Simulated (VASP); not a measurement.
Here is a VASP 6.6.1 calculation.

Contents of INCAR:

```
SYSTEM = C
PREC = Accurate ; ENCUT = 600
EDIFF = 1E-6 ; ISMEAR = 0
SIGMA = 0.1 ; LREAL = .False.
LASPH = .True. ; NELM = 120
ALGO = Normal ; ISIF = 2
LWAVE = .False. ; LCHARG = .True.
LELF = .True. ; LVHAR = .True.
NBANDS = 11 ; GGA_COMPAT = .False.
```

File KPOINTS:

```
regular mesh
0
Gamma
  8 8 8
  0 0 0
```

The input POSCAR:

```
C
1.0
    0.0000000000      1.7800000000      1.7800000000
    1.7800000000      0.0000000000      1.7800000000
    1.7800000000      1.7800000000      0.0000000000
C
2
Direct
    0.0000000000      0.0000000000      0.0000000000
    0.2500000000      0.2500000000      0.2500000000
```

Potentials or basis: VASP PAW LDA potentials, release 64 (C).

Run with:

```sh
$ cat potpaw_LDA.64/C/POTCAR > POTCAR
$ mpirun -np 1 vasp_std > vasp.out
```

(1) Predict the pressure.

(2) What does it give for the band gap on the k mesh?

## Answers

(1) -9.9 GPa.

(2) 4.11 eV (least direct gap 5.56 eV).

Caveat: the cell stands under tension.
